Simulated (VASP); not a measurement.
# Al16P16H (a cell with a defect) in VASP: further runs

The runs below take Al16P16H (a cell with a defect) through single point, with PBEsol.

Everything below comes from runs of VASP 6.6.1. Logs are shortened: lines on timing, memory, paths and dates and some standing lists are left out, and cuts for length are marked.

### Step 1. The cell of the first run

The cell holds a defect, 33 atoms: a = 9.476 Å, b = 9.476 Å, c = 9.476 Å, α = 109.47°, β = 109.47°, γ = 109.47°.

### Step 2. Single point, PBEsol

INCAR

```
SYSTEM = Al16P16H
PREC = Accurate
ENCUT = 520
EDIFF = 1E-7
ISMEAR = 0
SIGMA = 0.02
LREAL = Auto
LASPH = .True.
NELM = 100
ALGO = Normal
ISIF = 2
LWAVE = .False.
LCHARG = .False.
GGA = PS
NELECT = 130.0
NBANDS = 86
```

KPOINTS

```
Automatic mesh
0
Gamma
  2 2 2
  0.5 0.5 0.5
```

POSCAR

```
Al16P16H
1.0
   -5.4711284545      5.4711284545     -5.4711284545
    5.4711284545     -5.4711284545     -5.4711284545
   -5.4711284545     -5.4711284545      5.4711284545
Al P H
16 16 1
Direct
    0.4945070331      0.2501306653      0.2500335189
    0.2496569056      0.2501091889      0.4949325395
    0.0087873097      0.2493611713      0.7548259074
    0.7481975673      0.0016806405      0.2708539952
    0.7544061585      0.2492940919      0.0091714169
    0.5013496800     -0.0028695177      0.5017445711
    0.2703262247      0.0016425313      0.7486108276
   -0.0016137439      0.7515740188      0.2467723087
    0.9667667363      0.9880272498      0.9671721372
    0.7599568416      0.7603202949      0.5204663944
    0.5203323270      0.7605128512      0.7604410195
    0.2501885144      0.4980798793      0.2506017746
    0.2463448832      0.7515435863     -0.0012809058
    0.0011064445      0.5019181185      0.5018058016
    0.7517153059      0.4937496026      0.7521401726
    0.5014164852      0.5019023996      0.0014420243
    0.4945956803      0.0004186522      0.2534775068
    0.2530944048      0.0004197489      0.4950672466
    0.0285301289      0.0075703761      0.7486741600
    0.7505230473      0.7482470086      0.2581810154
    0.7484098635      0.0076480566      0.0291287257
    0.4982757255      0.7465158301      0.4986502369
    0.2578550315      0.7482434445      0.7508898821
    0.0028522452      0.5039788451      0.2524322014
   -0.0050768320      0.7534037145     -0.0046636631
    0.7491968127      0.4985277759      0.5026455736
    0.5022691430      0.4986057306      0.7495947196
    0.2357302540      0.2389528981      0.2361692859
    0.2520774300      0.5040219806      0.0032804933
    0.0042742553      0.2542891309      0.5069211083
    0.7549491909      0.2432802503      0.7553550487
    0.5065088533      0.2542806318      0.0046310373
    0.7758284301      0.9080592864      0.7762592371
```

Potentials or basis: VASP PAW PBE potentials, release 64 (Al, P, H).

Started as:

```console
$ cat potpaw_PBE.64/Al/POTCAR potpaw_PBE.64/P/POTCAR potpaw_PBE.64/H/POTCAR > POTCAR
$ mpirun -np 1 vasp_std > vasp.out
```

OUTCAR:

```text
SYSTEM = Al16P16H
   PREC = Accurate
   ENCUT = 520
   EDIFF = 1E-7
   ISMEAR = 0
   LREAL = Auto
   LASPH = .True.
   NELM = 100
   ISIF = 2
   GGA = PS
   NELECT = 130.0

 ion  position               nearest neighbor table
   1  0.495  0.250  0.250-  28 2.38  17 2.38  32 2.38  26 2.39
   2  0.250  0.250  0.495-  28 2.38  18 2.38  30 2.38  27 2.39
   3  0.009  0.249  0.755-  19 2.34  30 2.35  29 2.36  31 2.39
   4  0.748  0.002  0.271-  21 2.31  17 2.35  30 2.36  20 2.37
   5  0.754  0.249  0.009-  21 2.34  32 2.35  24 2.36  31 2.39
   6  0.501  0.997  0.502-  17 2.34  18 2.34  22 2.36  31 2.38
   7  0.270  0.002  0.749-  19 2.31  18 2.35  32 2.36  23 2.37
   8  0.998  0.752  0.247-  18 2.38  20 2.38  25 2.38  24 2.38
   9  0.967  0.988  0.967-  33 1.76  21 2.38  19 2.38  25 2.41  28 2.50
  10  0.760  0.760  0.520-  19 2.37  22 2.37  26 2.39  20 2.42
  11  0.520  0.761  0.760-  21 2.37  22 2.37  27 2.39  23 2.42
  12  0.250  0.498  0.251-  22 2.35  28 2.37  24 2.37  29 2.37
  13  0.246  0.752  0.999-  17 2.38  23 2.38  25 2.38  29 2.38
  14  0.001  0.502  0.502-  30 2.37  24 2.38  23 2.38  26 2.38
  15  0.752  0.494  0.752-  25 2.36  27 2.37  26 2.37  31 2.39
[... 15 lines left out ...]
  31  0.755  0.243  0.755-   6 2.38   3 2.39   5 2.39  15 2.39
  32  0.507  0.254  0.005-   5 2.35   7 2.36  16 2.37   1 2.38
  33  0.776  0.908  0.776-   9 1.76

  LATTYP: Found a body centered cubic cell.
 ALAT       =    10.9422569090

  Lattice vectors:

 A1 = (  -5.4711284545,   5.4711284545,  -5.4711284545)
 A2 = (   5.4711284545,  -5.4711284545,  -5.4711284545)
 A3 = (  -5.4711284545,  -5.4711284545,   5.4711284545)

Analysis of symmetry for initial positions (statically):
=====================================================================
 Subroutine PRICEL returns:
 Original cell was already a primitive cell.

 Routine SETGRP: Setting up the symmetry group for a
 body centered cubic supercell.

 Subroutine GETGRP returns: Found  1 space group operations
 (whereof  1 operations were pure point group operations)
 out of a pool of 48 trial point group operations.

The static configuration has the point symmetry C_1 .

Analysis of symmetry for dynamics (positions and initial velocities):
=====================================================================
 Subroutine PRICEL returns:
 Original cell was already a primitive cell.

 Routine SETGRP: Setting up the symmetry group for a
 body centered cubic supercell.

 Subroutine GETGRP returns: Found  1 space group operations
 (whereof  1 operations were pure point group operations)
 out of a pool of 48 trial point group operations.

The dynamic configuration has the point symmetry C_1 .

 Subroutine INISYM returns: Found  1 space group operations
 (whereof  1 operations are pure point group operations),
 and found     1 'primitive' translations

----------------------------------------------------------------------------------------

                                     Primitive cell

  volume of cell :     655.0745

  direct lattice vectors                    reciprocal lattice vectors
    -5.471128454  5.471128454 -5.471128454    -0.091388825  0.000000000 -0.091388825
     5.471128454 -5.471128454 -5.471128454     0.000000000 -0.091388825 -0.091388825
    -5.471128454 -5.471128454  5.471128454    -0.091388825 -0.091388825  0.000000000

  length of vectors
     9.476272458  9.476272458  9.476272458     0.129243316  0.129243316  0.129243316

  position of ions in fractional coordinates (direct lattice)
     0.494507033  0.250130665  0.250033519
     0.249656906  0.250109189  0.494932539
     0.008787310  0.249361171  0.754825907
     0.748197567  0.001680640  0.270853995
     0.754406158  0.249294092  0.009171417
     0.501349680  0.997130482  0.501744571
[... 25 lines left out ...]
     0.506508853  0.254280632  0.004631037
     0.775828430  0.908059286  0.776259237

  ion indices of the primitive-cell ions
   primitive index   ion index
                 1           1
                 2           2
                 3           3
                 4           4
                 5           5
                 6           6
[... 25 lines left out ...]
                32          32
                33          33

----------------------------------------------------------------------------------------

 KPOINTS: Automatic mesh

Automatic generation of k-mesh.
 Grid dimensions read from file:
 generate k-points for:    2    2    2

 Generating k-lattice:

  Cartesian coordinates                     Fractional coordinates (reciprocal lattice)
    -0.045694412  0.000000000 -0.045694412     0.500000000  0.000000000  0.000000000
     0.000000000 -0.045694412 -0.045694412     0.000000000  0.500000000  0.000000000
    -0.045694412 -0.045694412  0.000000000     0.000000000  0.000000000  0.500000000

  Length of vectors
     0.064621658  0.064621658  0.064621658

  Shift w.r.t. Gamma in fractional coordinates (k-lattice)
     0.500000000  0.500000000  0.500000000

 Subroutine IBZKPT returns following result:
 ===========================================

 Found      4 irreducible k-points:

 Following reciprocal coordinates:
            Coordinates               Weight
  0.250000  0.250000  0.250000      2.000000
 -0.250000  0.250000  0.250000      2.000000
  0.250000 -0.250000  0.250000      2.000000
  0.250000  0.250000 -0.250000      2.000000
   k-points           NKPTS =      4   k-points in BZ     NKDIM =      4   number of bands    NBANDS=     86
   number of dos      NEDOS =    301   number of ions     NIONS =     33
   total plane-waves  NPLWV = 343000
   dimension x,y,z NGX =    70 NGY =   70 NGZ =   70
   dimension x,y,z NGXF=   140 NGYF=  140 NGZF=  140
   ions per type =              16  16   1
   NGX,Y,Z   is equivalent  to a cutoff of  12.28, 12.28, 12.28 a.u.
   NGXF,Y,Z  is equivalent  to a cutoff of  24.56, 24.56, 24.56 a.u.
 SYSTEM =  Al16P16H
   PREC   = accura    normal or accurate (medium, high low for compatibility)
   ISTART =      0    job   : 0-new  1-cont  2-samecut
   ICHARG =      2    charge: 1-file 2-atom 10-const
   ISPIN  =      1    spin polarized calculation?
   LNONCOLLINEAR =      F non collinear calculations
   LSORBIT =      F    spin-orbit coupling
   LASPH  =      T    aspherical Exc in radial PAW
   ENCUT  =  520.0 eV  38.22 Ry    6.18 a.u.  17.62 17.62 17.62*2*pi/ulx,y,z
   NELM   =    100;   NELMIN=  2; NELMDL= -5     # of ELM steps
   EDIFF  = 0.1E-06   stopping-criterion for ELM
   LREAL  =      T    real-space projection
   EDIFFG = 0.1E-05   stopping-criterion for IOM
   NSW    =      0    number of steps for IOM
   IBRION =     -1    ionic relax: 0-MD 1-quasi-New 2-CG
   NFREE  =      0    steps in history (QN), initial steepest desc. (CG)
   ISIF   =      2    stress and relaxation
   ISYM   =      2    0-nonsym 1-usesym 2-fastsym
   POTIM  = 0.5000    time-step for ionic-motion
   TEBEG  =    0.0;   TEEND  =   0.0 temperature during run
   PSTRESS=    0.0 pullay stress
   NELECT =     130.0000    total number of electrons
   NUPDOWN=      -1.0000    fix difference up-down
   EMIN   =  10.00;   EMAX   =-10.00  energy-range for DOS
   EFERMI =   0.00;   METHOD = LEGACY
   ISMEAR =     0;   SIGMA  =   0.02  broadening in eV -4-tet -1-fermi 0-gaus
   EFERMI_NEDOS =   21; number of points for ismear=-14 and -15
   IALGO  =     38    algorithm
   IMIX   =      4    mixing-type and parameters
     AMIX     =   0.40;   BMIX     =  1.00
     AMIX_MAG =   1.60;   BMIX_MAG =  1.00
  volume/ion in A,a.u.               =      19.85       133.96
  Fermi-wavevector in a.u.,A,eV,Ry     =   0.954903  1.804504 12.406320  0.911839
  Thomas-Fermi vector in A             =   2.083691
   LORBIT       =      0    0 simple, 1 ext, 2 COOP (PROOUT), +10 PAW based schemes
   GGA     = PS    functional components
   LHFCALC =     F    Hartree Fock is set to
   AEXX    =    0.0000 exact exchange contribution
   IVDW    =     0    specifies the selected vdW correction
   LEPSILON=     F    determine dielectric tensor
   LRPA    =     F    only Hartree local field effects (RPA)
 non-spin polarized calculation
 Gauss-broadening in eV      SIGMA  =   0.02
  energy-cutoff  :      520.00
  volume of cell :      655.07
 maximum number of plane-waves:     17628
 NGX is ok and might be reduce to    70
   NGX = 35   NGY = 35   NGZ = 35

 number of electron     129.9999998 magnetization

 Free energy of the ion-electron system (eV)
  ---------------------------------------------------
  ext. energy  EPLUGINS =         0.00000000
  ---------------------------------------------------
  free energy    TOTEN  =      -171.80698723 eV

  energy without entropy =     -171.80698723  energy(sigma->0) =     -171.80698723

 E-fermi :   5.3415     XC(G=0):  -9.4051

 val. band max:        5.2486059382   @ k =  -0.2500   0.2500   0.2500
 cond. band min:       6.3880124690   @ k =  -0.2500   0.2500   0.2500
 fundamental gap:      1.1394065308
 Fermi energy:         5.3414889340

 k-point     1 :       0.2500    0.2500    0.2500
  band No.  band energies     occupation
      1      -6.4216      2.00000
      2      -6.3728      2.00000
      3      -6.3588      2.00000
      4      -6.3430      2.00000
      5      -5.1356      2.00000
      6      -5.1206      2.00000
[... 69 lines left out ...]
     76       7.2686      0.00000
     77       7.4780      0.00000

 k-point     2 :      -0.2500    0.2500    0.2500
  band No.  band energies     occupation
      1      -6.8065      2.00000
      2      -5.9949      2.00000
      3      -5.9909      2.00000
      4      -5.9553      2.00000
      5      -5.8933      2.00000
      6      -5.4451      2.00000
[... 69 lines left out ...]
     76       8.1037      0.00000
     77       8.1318      0.00000

 k-point     3 :       0.2500   -0.2500    0.2500
  band No.  band energies     occupation
      1      -6.8069      2.00000
      2      -5.9965      2.00000
      3      -5.9846      2.00000
      4      -5.9315      2.00000
      5      -5.9217      2.00000
      6      -5.4450      2.00000
[... 69 lines left out ...]
     76       8.1181      0.00000
     77       8.1562      0.00000

 k-point     4 :       0.2500    0.2500   -0.2500
  band No.  band energies     occupation
      1      -6.8065      2.00000
      2      -5.9950      2.00000
      3      -5.9908      2.00000
      4      -5.9548      2.00000
      5      -5.8938      2.00000
      6      -5.4451      2.00000
[... 69 lines left out ...]
     76       8.1036      0.00000
     77       8.1317      0.00000
 [bands above 77 left out]

------------------------ aborting loop because EDIFF is reached ----------------------------------------

  FORCE on cell =-STRESS in cart. coord.  units (eV):
  Direction    XX          YY          ZZ          XY          YZ          ZX
  --------------------------------------------------------------------------------------
  -------------------------------------------------------------------------------------
  Total        7.5917778     10.2845554     10.2737922      1.4412356     -4.1316027      1.4259366
  in kB       18.5679238     25.1539028     25.1275783      3.5249653    -10.1050486      3.4875471
  external PRESSURE =      22.9498016 kB  Pullay stress =       0.0000000 kB

 VOLUME and BASIS-vectors are now :
 -----------------------------------------------------------------------------
  energy-cutoff  :      520.00
  volume of cell :      655.07
      direct lattice vectors                 reciprocal lattice vectors
    -5.471128454  5.471128454 -5.471128454    -0.091388825  0.000000000 -0.091388825
     5.471128454 -5.471128454 -5.471128454     0.000000000 -0.091388825 -0.091388825
    -5.471128454 -5.471128454  5.471128454    -0.091388825 -0.091388825  0.000000000

 POSITION                                       TOTAL-FORCE (eV/Angst)
 -----------------------------------------------------------------------------------
     -2.70498     -0.03095     -2.70604        -0.004055     -0.028159     -0.021512
     -2.70536     -2.71031     -0.02645        -0.004792     -0.023464     -0.030334
     -2.81354     -5.44596      2.71739         0.024144     -0.028820     -0.070169
     -5.56617      2.60241     -2.62080         0.008369     -0.007476     -0.047422
     -2.81371      2.71336     -5.44119         0.024795     -0.070843     -0.029640
     -0.03263     -5.45759     -5.45327         0.026114      0.003933      0.006830
[... 25 lines left out ...]
     -1.40531      1.35464     -4.13704         0.013062     -0.035633     -0.010705
     -3.52356     -4.97047     -4.96575        -0.186449      0.597727      0.600784
 -----------------------------------------------------------------------------------
    total drift:                               -0.010725     -0.008155     -0.003924

  FREE ENERGIE OF THE ION-ELECTRON SYSTEM (eV)
  ---------------------------------------------------
  free  energy   TOTEN  =      -171.8069872335 eV

  energy  without entropy=     -171.8069872335  energy(sigma->0) =     -171.80698723
```

Wall time 4.1 min (1 thread of Intel Xeon 6975P-C (Granite Rapids), shared host); peak memory 0.73 GiB.

Results:

```
Free energy   : -171.8070 eV
Largest force : 0.868 eV/Å
```

Forces in eV/Å, atoms in the order of the input:
```
Al  -0.004 -0.028 -0.022
Al  -0.005 -0.023 -0.030
Al   0.024 -0.029 -0.070
Al   0.008 -0.007 -0.047
Al   0.025 -0.071 -0.030
Al   0.026  0.004  0.007
Al   0.007 -0.046 -0.008
Al   0.001 -0.034  0.001
Al  -0.069  0.069  0.067
Al  -0.015 -0.129  0.029
Al  -0.016  0.028 -0.126
Al   0.051  0.022  0.019
Al   0.001  0.000 -0.035
Al   0.000 -0.030 -0.024
Al   0.000  0.000 -0.003
Al   0.000 -0.024 -0.028
P    0.003  0.000 -0.038
P    0.005 -0.036 -0.002
P    0.028 -0.089 -0.043
P   -0.011 -0.043 -0.002
P    0.032 -0.044 -0.087
P    0.113  0.028  0.027
P   -0.011 -0.003 -0.044
P    0.015 -0.028 -0.009
P   -0.037  0.018  0.016
P    0.000 -0.037 -0.026
P    0.003 -0.024 -0.036
P   -0.014  0.005  0.000
P    0.013 -0.008 -0.024
P    0.013 -0.014 -0.037
P   -0.009  0.012  0.012
P    0.013 -0.036 -0.011
H   -0.186  0.598  0.601
```

Caveat: the cell carries a net charge on a neutralising background, which shifts energy and pressure; the cell is charged against a uniform background, so pressure and absolute levels hang on convention; the PAW data sets were made with another functional, which shifts forces and pressure a little.

(Part 1 of 2 ends here.)
